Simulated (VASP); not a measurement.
# AlRu (Pm-3m) in VASP: notebook

The runs below take AlRu through relaxation of the atoms, with PBE.

Program: VASP 6.6.1. These are calculated values, not measurements. Logs are shortened: lines on timing, memory, paths and dates and some standing lists are left out, and cuts for length are marked.

## 1. The cell of the first run

It takes space group Pm-3m (No. 221, cubic). Conventional cell: a = 2.951 Å, b = 2.951 Å, c = 2.951 Å, α = 90.00°, β = 90.00°, γ = 90.00°. Al (site symmetry m-3m) has 8 Ru at 2.56 Å and 6 Al at 2.95 Å within 3.4 Å. Within 3.4 Å of Ru (site symmetry m-3m) lie 8 Al at 2.56 Å and 6 Ru at 2.95 Å.

## 2. Relaxation of the atoms, PBE (12.85 Å³/atom)

INCAR

```
ALGO = Normal ; EDIFF = 1E-6
EDIFFG = -0.02 ; ENCUT = 520
GGA = PE ; IBRION = 2
ISIF = 2 ; ISMEAR = -1
LASPH = T ; LCHARG = F
LREAL = F ; LWAVE = F
NELM = 100 ; NSW = 80
PREC = Accurate ; SIGMA = 0.05
```

KPOINTS

```
k-points
0
Gamma
  16 16 16
```

POSCAR

```
AlRu
1.0
    2.9511680166      0.0000000000      0.0000000000
    0.0000000000      2.9511680166      0.0000000000
    0.0000000000      0.0000000000      2.9511680166
Al Ru
1 1
Direct
    0.0000000000      0.0000000000      0.0000000000
    0.5000000000      0.5000000000      0.5000000000
```

Potentials or basis: VASP PAW PBE potentials, release 64 (Al, Ru_pv).

Launch:

```bash
$ cat potpaw_PBE.64/Al/POTCAR potpaw_PBE.64/Ru_pv/POTCAR > POTCAR
$ mpirun -np 1 vasp_std > vasp.out
```

OUTCAR:

```text
EDIFF = 1E-6
   EDIFFG = -0.02
   ENCUT = 520
   GGA = PE
   IBRION = 2
   ISIF = 2
   ISMEAR = -1
   LASPH = T
   LREAL = F
   NELM = 100
   NSW = 80
   PREC = Accurate

 ion  position               nearest neighbor table
   1  0.000  0.000  0.000-   2 2.56   2 2.56   2 2.56   2 2.56   2 2.56   2 2.56   2 2.56   2 2.56

   2  0.500  0.500  0.500-   1 2.56   1 2.56   1 2.56   1 2.56   1 2.56   1 2.56   1 2.56   1 2.56

  LATTYP: Found a simple cubic cell.
 ALAT       =     2.9511680166

  Lattice vectors:

 A1 = (   2.9511680166,   0.0000000000,   0.0000000000)
 A2 = (   0.0000000000,   2.9511680166,   0.0000000000)
 A3 = (   0.0000000000,   0.0000000000,   2.9511680166)

Analysis of symmetry for initial positions (statically):
=====================================================================
 Subroutine PRICEL returns:
 Original cell was already a primitive cell.

 Routine SETGRP: Setting up the symmetry group for a
 simple cubic supercell.

 Subroutine GETGRP returns: Found 48 space group operations
 (whereof 48 operations were pure point group operations)
 out of a pool of 48 trial point group operations.

The static configuration has the point symmetry O_h .

Analysis of symmetry for dynamics (positions and initial velocities):
=====================================================================
 Subroutine PRICEL returns:
 Original cell was already a primitive cell.

 Routine SETGRP: Setting up the symmetry group for a
 simple cubic supercell.

 Subroutine GETGRP returns: Found 48 space group operations
 (whereof 48 operations were pure point group operations)
 out of a pool of 48 trial point group operations.

The dynamic configuration has the point symmetry O_h .

 Subroutine INISYM returns: Found 48 space group operations
 (whereof 48 operations are pure point group operations),
 and found     1 'primitive' translations

----------------------------------------------------------------------------------------

                                     Primitive cell

  volume of cell :      25.7029

  direct lattice vectors                    reciprocal lattice vectors
     2.951168017  0.000000000  0.000000000     0.338848888  0.000000000  0.000000000
     0.000000000  2.951168017  0.000000000     0.000000000  0.338848888  0.000000000
     0.000000000  0.000000000  2.951168017     0.000000000  0.000000000  0.338848888

  length of vectors
     2.951168017  2.951168017  2.951168017     0.338848888  0.338848888  0.338848888

  position of ions in fractional coordinates (direct lattice)
     0.000000000  0.000000000  0.000000000
     0.500000000  0.500000000  0.500000000

  ion indices of the primitive-cell ions
   primitive index   ion index
                 1           1
                 2           2

----------------------------------------------------------------------------------------

 KPOINTS: k-points

Automatic generation of k-mesh.
 Grid dimensions read from file:
 generate k-points for:   16   16   16

 Generating k-lattice:

  Cartesian coordinates                     Fractional coordinates (reciprocal lattice)
     0.021178055  0.000000000  0.000000000     0.062500000  0.000000000  0.000000000
     0.000000000  0.021178055  0.000000000     0.000000000  0.062500000  0.000000000
     0.000000000  0.000000000  0.021178055     0.000000000  0.000000000  0.062500000

  Length of vectors
     0.021178055  0.021178055  0.021178055

  Shift w.r.t. Gamma in fractional coordinates (k-lattice)
     0.000000000  0.000000000  0.000000000

 Subroutine IBZKPT returns following result:
 ===========================================

 Found    165 irreducible k-points:

 Following reciprocal coordinates:
            Coordinates               Weight
  0.000000  0.000000  0.000000      1.000000
  0.062500  0.000000  0.000000      6.000000
  0.125000  0.000000  0.000000      6.000000
  0.187500  0.000000  0.000000      6.000000
  0.250000  0.000000  0.000000      6.000000
  0.312500  0.000000  0.000000      6.000000
[... 16 lines left out ...]
  0.437500  0.125000  0.000000     24.000000
  0.500000  0.125000  0.000000     12.000000
 [... further k-points ...]
   k-points           NKPTS =    165   k-points in BZ     NKDIM =    165   number of bands    NBANDS=     12
   number of dos      NEDOS =    301   number of ions     NIONS =      2
   total plane-waves  NPLWV =  13824
   dimension x,y,z NGX =    24 NGY =   24 NGZ =   24
   dimension x,y,z NGXF=    48 NGYF=   48 NGZF=   48
   ions per type =               1   1
   NGX,Y,Z   is equivalent  to a cutoff of  13.52, 13.52, 13.52 a.u.
   NGXF,Y,Z  is equivalent  to a cutoff of  27.04, 27.04, 27.04 a.u.
 SYSTEM =  unknown system
   PREC   = accura    normal or accurate (medium, high low for compatibility)
   ISTART =      0    job   : 0-new  1-cont  2-samecut
   ICHARG =      2    charge: 1-file 2-atom 10-const
   ISPIN  =      1    spin polarized calculation?
   LNONCOLLINEAR =      F non collinear calculations
   LSORBIT =      F    spin-orbit coupling
   LASPH  =      T    aspherical Exc in radial PAW
   ENCUT  =  520.0 eV  38.22 Ry    6.18 a.u.   5.49  5.49  5.49*2*pi/ulx,y,z
   NELM   =    100;   NELMIN=  2; NELMDL= -5     # of ELM steps
   EDIFF  = 0.1E-05   stopping-criterion for ELM
   LREAL  =      F    real-space projection
   EDIFFG = -.2E-01   stopping-criterion for IOM
   NSW    =     80    number of steps for IOM
   IBRION =      2    ionic relax: 0-MD 1-quasi-New 2-CG
   NFREE  =      1    steps in history (QN), initial steepest desc. (CG)
   ISIF   =      2    stress and relaxation
   ISYM   =      2    0-nonsym 1-usesym 2-fastsym
   POTIM  = 0.5000    time-step for ionic-motion
   TEBEG  =    0.0;   TEEND  =   0.0 temperature during run
   PSTRESS=    0.0 pullay stress
   NELECT =      17.0000    total number of electrons
   NUPDOWN=      -1.0000    fix difference up-down
   EMIN   =  10.00;   EMAX   =-10.00  energy-range for DOS
   EFERMI =   0.00;   METHOD = LEGACY
   ISMEAR =    -1;   SIGMA  =   0.05  broadening in eV -4-tet -1-fermi 0-gaus
   EFERMI_NEDOS =   21; number of points for ismear=-14 and -15
   IALGO  =     38    algorithm
   IMIX   =      4    mixing-type and parameters
     AMIX     =   0.40;   BMIX     =  1.00
     AMIX_MAG =   1.60;   BMIX_MAG =  1.00
  volume/ion in A,a.u.               =      12.85        86.73
  Fermi-wavevector in a.u.,A,eV,Ry     =   1.426365  2.695438 27.681268  2.034516
  Thomas-Fermi vector in A             =   2.546649
   LORBIT       =      0    0 simple, 1 ext, 2 COOP (PROOUT), +10 PAW based schemes
   GGA     = PE    functional components
   LHFCALC =     F    Hartree Fock is set to
   AEXX    =    0.0000 exact exchange contribution
   IVDW    =     0    specifies the selected vdW correction
   LEPSILON=     F    determine dielectric tensor
   LRPA    =     F    only Hartree local field effects (RPA)
 conjugate gradient relaxation of ions
 non-spin polarized calculation
  energy-cutoff  :      520.00
  volume of cell :       25.70
 maximum number of plane-waves:       739
 NGX is ok and might be reduce to    24
   NGX = 11   NGY = 11   NGZ = 11

 number of electron      16.9999999 magnetization

 Free energy of the ion-electron system (eV)
  ---------------------------------------------------
  ext. energy  EPLUGINS =         0.00000000
  ---------------------------------------------------
  free energy    TOTEN  =       -14.21323188 eV

  energy without entropy =      -14.19990376  energy(sigma->0) =      -14.20656782

 E-fermi :  11.3221     XC(G=0): -12.7767

 val. band max:       11.3170711176   @ k =   0.3750   0.1250   0.0625
 cond. band min:      11.3230602680   @ k =   0.4375   0.4375   0.1250
 fundamental gap:      0.0059891504
 Fermi energy:        11.3221109640

 k-point     1 :       0.0000    0.0000    0.0000
  band No.  band energies     occupation
      1     -30.4737      2.00000
      2     -30.4737      2.00000
      3     -30.4737      2.00000
      4       1.3890      2.00000
      5       7.5097      2.00000
      6       7.5097      2.00000
      7      11.4967      0.05912
      8      11.4967      0.05912
      9      11.4967      0.05912
     10      17.5862      0.00000
     11      17.5862      0.00000
     12      17.5862      0.00000

 k-point     2 :       0.0625    0.0000    0.0000
  band No.  band energies     occupation
      1     -30.4831      2.00000
      2     -30.4729      2.00000
      3     -30.4729      2.00000
      4       1.4670      2.00000
      5       7.5377      2.00000
      6       7.5399      2.00000
      7      11.3953      0.37580
      8      11.3953      0.37579
      9      11.5066      0.04869
     10      17.2028      0.00000
     11      17.7449      0.00000
     12      17.7449      0.00000

 k-point     3 :       0.1250    0.0000    0.0000
  band No.  band energies     occupation
      1     -30.5099      2.00000
      2     -30.4706      2.00000
      3     -30.4706      2.00000
      4       1.6980      2.00000
      5       7.6139      2.00000
      6       7.6190      2.00000
      7      11.1280      1.95962
      8      11.1280      1.95962
      9      11.5351      0.02785
     10      16.3373      0.00000
     11      18.1841      0.00000
     12      18.1841      0.00000
[... 286 lines left out ...]
 k-point    23 :       0.4375    0.1250    0.0000
  band No.  band energies     occupation
      1     -30.7038      2.00000
      2     -30.4882      2.00000
      3     -30.4505      2.00000
      4       4.8681      2.00000
      5       6.3626      2.00000
      6       8.4890      2.00000
      7       9.6230      2.00000
      8       9.7267      2.00000
      9      11.4472      0.15156
     10      13.7542      0.00000
     11      18.9767      0.00000
     12      20.8767      0.00000

 k-point    24 :       0.5000    0.1250    0.0000
  band No.  band energies     occupation
      1     -30.7128      2.00000
      2     -30.4874      2.00000
      3     -30.4497      2.00000
      4       5.5984      2.00000
      5       5.6563      2.00000
      6       8.5365      2.00000
      7       9.5883      2.00000
      8       9.6730      2.00000
      9      11.4592      0.12101
     10      13.7218      0.00000
     11      18.9428      0.00000
     12      21.1490      0.00000

 [... further k-points ...]
[... 5 lines left out ...]
  --------------------------------------------------------------------------------------
  -------------------------------------------------------------------------------------
  Total        1.9555126      1.9555126      1.9555126     -0.0000000     -0.0000000      0.0000000
  in kB      121.8959857    121.8959857    121.8959857     -0.0000000     -0.0000000      0.0000000
  external PRESSURE =     121.8959857 kB  Pullay stress =       0.0000000 kB

 VOLUME and BASIS-vectors are now :
 -----------------------------------------------------------------------------
  energy-cutoff  :      520.00
  volume of cell :       25.70
      direct lattice vectors                 reciprocal lattice vectors
     2.951168017  0.000000000  0.000000000     0.338848888  0.000000000  0.000000000
     0.000000000  2.951168017  0.000000000     0.000000000  0.338848888  0.000000000
     0.000000000  0.000000000  2.951168017     0.000000000  0.000000000  0.338848888

 POSITION                                       TOTAL-FORCE (eV/Angst)
 -----------------------------------------------------------------------------------
      0.00000      0.00000      0.00000         0.000000      0.000000      0.000000
      1.47558      1.47558      1.47558         0.000000      0.000000      0.000000
 -----------------------------------------------------------------------------------
    total drift:                                0.000000     -0.000000     -0.000000

  FREE ENERGIE OF THE ION-ELECTRON SYSTEM (eV)
  ---------------------------------------------------
  free  energy   TOTEN  =       -14.2132318757 eV

  energy  without entropy=      -14.1999037647  energy(sigma->0) =      -14.20656782

 reached required accuracy - stopping structural energy minimisation
```

Wall time 19 s (1 thread of AMD EPYC 9R45 (Zen 5), shared host); peak memory 0.15 GiB.

Results:

| Item | Value |
| --- | --- |
| Free energy | -14.2132 eV |
| Pressure after relaxing | 12.2 GPa |
| Band gap on the k mesh | zero (an odd number of electrons rules out a gap without spin polarisation) |

Final structure:
```xyz
2
Lattice="2.9512 0.0000 0.0000 0.0000 2.9512 0.0000 0.0000 0.0000 2.9512" Properties=species:S:1:pos:R:3 pbc="T T T"
Al    0.0000    0.0000    0.0000
Ru    1.4756    1.4756    1.4756
```

Levels at points of the mesh, in eV from the Fermi level:
| k point | band 7 | band 8 | band 9 | band 10 | band 11 | band 12 |
| --- | --- | --- | --- | --- | --- | --- |
| (0.00, 0.00, 0.00) | 0.17 | 0.17 | 0.17 | 6.26 | 6.26 | 6.26 |
| (0.50, 0.00, 0.00) | -1.71 | -1.71 | 0.45 | 2.43 | 7.40 | 11.23 |
| (0.50, 0.50, 0.00) | -1.41 | -1.26 | -1.26 | 1.62 | 5.57 | 6.65 |
| (0.50, 0.50, 0.50) | 1.72 | 1.72 | 2.81 | 4.22 | 4.22 | 4.22 |

Caveat: the relaxation stopped at its first step, so nothing moved.

## 3. Relaxation of the atoms, PBE (13.12 Å³/atom)

This run uses another cell than the first one, of 13.12 Å³/atom.

INCAR

```
SYSTEM = AlRu
ALGO     = Normal         ! electronic algorithm
EDIFF    = 1E-6           ! SCF threshold, eV
EDIFFG   = -0.02          ! ionic threshold
ENCUT    = 520            ! plane-wave cutoff, eV
GGA      = PE             ! functional
IBRION   = 2              ! ionic algorithm
ISIF     = 2              ! what is computed and relaxed
ISMEAR   = -1             ! smearing method
LASPH    = .TRUE.         ! aspherical terms in the spheres
LCHARG   = .FALSE.        ! write CHGCAR
LREAL    = .FALSE.        ! projectors in reciprocal space
LWAVE    = .FALSE.        ! write WAVECAR
NELM     = 60             ! most SCF steps
NSW      = 80             ! ionic steps
PREC     = Accurate       ! precision mode
SIGMA    = 0.05           ! smearing width, eV
```

KPOINTS

```
k-points
0
G
  16 16 16
  0 0 0
```

POSCAR

```
AlRu
1.0
    2.9715215427      0.0000000000      0.0000000000
    0.0000000000      2.9715215427      0.0000000000
    0.0000000000      0.0000000000      2.9715215427
Al Ru
1 1
Direct
    0.0000000000      0.0000000000      0.0000000000
    0.5000000000      0.5000000000      0.5000000000
```

Potentials or basis: VASP PAW PBE potentials, release 64 (Al, Ru_pv).

Launch:

```bash
$ cat potpaw_PBE.64/Al/POTCAR potpaw_PBE.64/Ru_pv/POTCAR > POTCAR
$ mpirun -np 1 vasp_std > vasp.out
```

Run time: 19 s. Hardware: 1 thread of AMD EPYC 9R45 (Zen 5), shared host; peak memory 0.15 GiB.

Results (log left out):

* Free energy: -14.2456 eV
* Pressure after relaxing: 7.1 GPa
* Band gap on the k mesh: zero (an odd number of electrons rules out a gap without spin polarisation)

Final structure:
```yaml
crystal:
  lattice:
    - [2.97152, 0.00000, 0.00000]
    - [0.00000, 2.97152, 0.00000]
    - [0.00000, 0.00000, 2.97152]
  atoms:
    - { symbol: Al, position: [0.00000, 0.00000, 0.00000] }
    - { symbol: Ru, position: [0.50000, 0.50000, 0.50000] }
```

Levels at points of the mesh, in eV from the Fermi level:
```
           k point  band 5  band 6  band 7  band 8  band 9  band 10  band 11  band 12
(0.00, 0.00, 0.00)   -3.69   -3.69    0.17    0.17    0.17     6.16     6.16     6.16
(0.50, 0.00, 0.00)   -5.54   -2.87   -1.66   -1.66    0.43     2.35     7.42    11.12
(0.50, 0.50, 0.00)   -3.16   -1.40   -1.40   -1.22   -1.22     1.57     5.43     6.43
(0.50, 0.50, 0.50)   -4.76   -4.76    1.67    1.67    2.68     4.17     4.17     4.17
```

Caveat: the relaxation stopped at its first step, so nothing moved.
